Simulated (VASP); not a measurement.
# WSe2 (P6_3/mmc) in VASP: notebook, part 2 of 2

VASP 6.6.1.

### 3 Electric field gradients, PBE (20.67 Å³/atom)

This run uses another cell than the first one, of 20.67 Å³/atom.

Contents of INCAR:

```
SYSTEM = WSe2
PREC = Accurate
ENCUT = 520
EDIFF = 1E-8
ISMEAR = -1
SIGMA = 0.08
LREAL = .False.
LASPH = .True.
NELM = 80
ALGO = Normal
ISIF = 2
LWAVE = .False.
LCHARG = .False.
GGA = PE
LEFG = .True.
NBANDS = 35
```

Contents of KPOINTS:

```
regular mesh
0
Gamma
  11 11 3
  0 0 0
```

Contents of POSCAR:

```
WSe2
1.0
    3.3117871547      0.0000000000      0.0000000000
   -1.6558935773      2.8680918078      0.0000000000
    0.0000000000      0.0000000000     13.0558965430
W Se
2 4
Direct
    0.3333333333      0.6666666667      0.2500000000
    0.6666666667      0.3333333333      0.7500000000
    0.3333333333      0.6666666667      0.6210000000
    0.6666666667      0.3333333333      0.1210000000
    0.3333333333      0.6666666667      0.8790000000
    0.6666666667      0.3333333333      0.3790000000
```

Potentials or basis: VASP PAW PBE potentials, release 64 (W_sv, Se).

Command:

```console
$ cat potpaw_PBE.64/W_sv/POTCAR potpaw_PBE.64/Se/POTCAR > POTCAR
$ mpirun -np 1 vasp_std > vasp.out
```

OUTCAR:

```text
SYSTEM = WSe2
   PREC = Accurate
   ENCUT = 520
   EDIFF = 1E-8
   ISMEAR = -1
   LREAL = .False.
   LASPH = .True.
   NELM = 80
   ISIF = 2
   GGA = PE

 ion  position               nearest neighbor table
   1  0.333  0.667  0.250-   4 2.55   6 2.55   4 2.55   6 2.55   4 2.55   6 2.55
   2  0.667  0.333  0.750-   3 2.55   5 2.55   3 2.55   5 2.55   3 2.55   5 2.55
   3  0.333  0.667  0.621-   2 2.55   2 2.55   2 2.55
   4  0.667  0.333  0.121-   1 2.55   1 2.55   1 2.55
   5  0.333  0.667  0.879-   2 2.55   2 2.55   2 2.55
   6  0.667  0.333  0.379-   1 2.55   1 2.55   1 2.55

  LATTYP: Found a hexagonal cell.
 ALAT       =     3.3117871547
 C/A-ratio  =     3.9422510968

  Lattice vectors:

 A1 = (   3.3117871547,   0.0000000000,   0.0000000000)
 A2 = (  -1.6558935773,   2.8680918078,   0.0000000000)
 A3 = (   0.0000000000,   0.0000000000,  13.0558965430)

Analysis of symmetry for initial positions (statically):
=====================================================================
 Subroutine PRICEL returns:
 Original cell was already a primitive cell.

 Routine SETGRP: Setting up the symmetry group for a
 hexagonal supercell.

 Subroutine GETGRP returns: Found 24 space group operations
 (whereof 12 operations were pure point group operations)
 out of a pool of 24 trial point group operations.

The static configuration has the point symmetry D_3d.
 The point group associated with its full space group is D_6h.

Analysis of symmetry for dynamics (positions and initial velocities):
=====================================================================
 Subroutine PRICEL returns:
 Original cell was already a primitive cell.

[... 1091 lines left out ...]
  Total        0.7790104      0.7790104      1.2460960      0.0000000      0.0000000     -0.0000000
  in kB       10.0644870     10.0644870     16.0990379      0.0000000      0.0000000     -0.0000000
  external PRESSURE =      12.0760040 kB  Pullay stress =       0.0000000 kB

 VOLUME and BASIS-vectors are now :
 -----------------------------------------------------------------------------
  energy-cutoff  :      520.00
  volume of cell :      124.01
      direct lattice vectors                 reciprocal lattice vectors
     3.311787155  0.000000000  0.000000000     0.301951772  0.174331937  0.000000000
    -1.655893577  2.868091808  0.000000000     0.000000000  0.348663874  0.000000000
     0.000000000  0.000000000 13.055896543     0.000000000  0.000000000  0.076593744

 POSITION                                       TOTAL-FORCE (eV/Angst)
 -----------------------------------------------------------------------------------
     -0.00000      1.91206      3.26397         0.000000      0.000000      0.000000
      1.65589      0.95603      9.79192        -0.000000     -0.000000      0.000000
     -0.00000      1.91206      8.10771         0.000000      0.000000      0.105605
      1.65589      0.95603      1.57976         0.000000     -0.000000      0.105605
     -0.00000      1.91206     11.47613         0.000000      0.000000     -0.105605
      1.65589      0.95603      4.94818        -0.000000     -0.000000     -0.105605
 -----------------------------------------------------------------------------------
    total drift:                               -0.000000      0.000000     -0.000000

  FREE ENERGIE OF THE ION-ELECTRON SYSTEM (eV)
  ---------------------------------------------------
  free  energy   TOTEN  =       -43.1687105984 eV

  energy  without entropy=      -43.1686103869  energy(sigma->0) =      -43.16866049

 Electric field gradients (V/A^2)
---------------------------------------------------------------------
 ion       V_xx      V_yy      V_zz      V_xy      V_xz      V_yz
---------------------------------------------------------------------
   1      74.384    74.385  -148.769     0.001     0.000    -0.000
   2      74.384    74.385  -148.769     0.001    -0.000     0.000
   3      35.882    35.882   -71.764    -0.000     0.000    -0.000
   4      35.882    35.882   -71.764    -0.000    -0.000     0.000
   5      35.882    35.882   -71.764    -0.000    -0.000     0.000
   6      35.882    35.882   -71.764    -0.000     0.000    -0.000
---------------------------------------------------------------------

 Electric field gradients after diagonalization (V/A^2)
 (convention: |V_zz| > |V_xx| > |V_yy|)
----------------------------------------------------------------------
 ion       V_xx      V_yy      V_zz     asymmetry (V_yy - V_xx)/ V_zz
----------------------------------------------------------------------
   1      74.385    74.384  -148.769       0.000
   2      74.385    74.384  -148.769       0.000
   3      35.882    35.882   -71.764       0.000
   4      35.882    35.882   -71.764       0.000
   5      35.882    35.882   -71.764       0.000
   6      35.882    35.882   -71.764       0.000
----------------------------------------------------------------------

           NMR quadrupolar parameters

 Cq : quadrupolar parameter    Cq=e*Q*V_zz/h
 eta: asymmetry parameters     (V_yy - V_xx)/ V_zz
 Q  : nuclear electric quadrupole moment in mb (millibarn)
----------------------------------------------------------------------
 ion       Cq(MHz)       eta       Q (mb)
----------------------------------------------------------------------
   1      -0.360       0.000       1.000
   2      -0.360       0.000       1.000
   3      -0.174       0.000       1.000
   4      -0.174       0.000       1.000
   5      -0.174       0.000       1.000
   6      -0.174       0.000       1.000
----------------------------------------------------------------------
```

stdout:

```text
POSCAR found type information on POSCAR W Se
 POSCAR found :  2 types and       6 ions
 scaLAPACK will be used
 LDA part: xc-table for (Slater+PW92), standard interpolation
 POSCAR, INCAR and KPOINTS ok, starting setup
 FFT: planning ... GRIDC
 FFT: planning ... GRID_SOFT
 FFT: planning ... GRID
 WAVECAR not read
 entering main loop
ion   1

ion   2

ion   3

ion   4

ion   5

ion   6
```

Run time: 5.5 min. Hardware: 1 thread of Intel Xeon 8259CL, shared host; peak memory 0.32 GiB.

Results:

| Property | Result |
| --- | --- |
| Free energy | -43.1687 eV |
| Pressure | 1.2 GPa |
| Largest force | 0.106 eV/Å |
| Band gap on the k mesh | 0.96 eV (least direct gap 1.69 eV) |
| Largest electric field gradient by atom | W -148.8; Se -71.8 V/Å² |

Forces on the atoms (eV/Å):
```
W    0.000  0.000  0.000
W    0.000  0.000  0.000
Se   0.000  0.000  0.106
Se   0.000  0.000  0.106
Se   0.000  0.000 -0.106
Se   0.000  0.000 -0.106
```

Stress tensor (GPa, compression positive):
```
1.01 0.00 0.00
0.00 1.01 0.00
0.00 0.00 1.61
```

Levels at points of the mesh, in eV from the valence-band top:
```csv
k point,band 23,band 24,band 25,band 26,band 27,band 28,band 29,band 30
"(0.00, 0.00, 0.00)",-1.47,-1.06,-1.04,0.00,2.59,2.59,2.64,2.64
```

Electric field gradients, principal values (V/Å²):
```csv
atom,least,middle,greatest (by size)
1 W,74.384,74.385,-148.769
2 W,74.384,74.385,-148.769
3 Se,35.882,35.882,-71.764
4 Se,35.882,35.882,-71.764
5 Se,35.882,35.882,-71.764
6 Se,35.882,35.882,-71.764
```

Caveat: without QUAD_EFG the Cq values of the log hold for a quadrupole moment of 1 mb, not for the nuclei; spin-orbit coupling is left out, which moves the levels of the heavy elements; this functional lacks dispersion, which binds layers or chains, so the pressure and a relaxed spacing across them are unreliable.
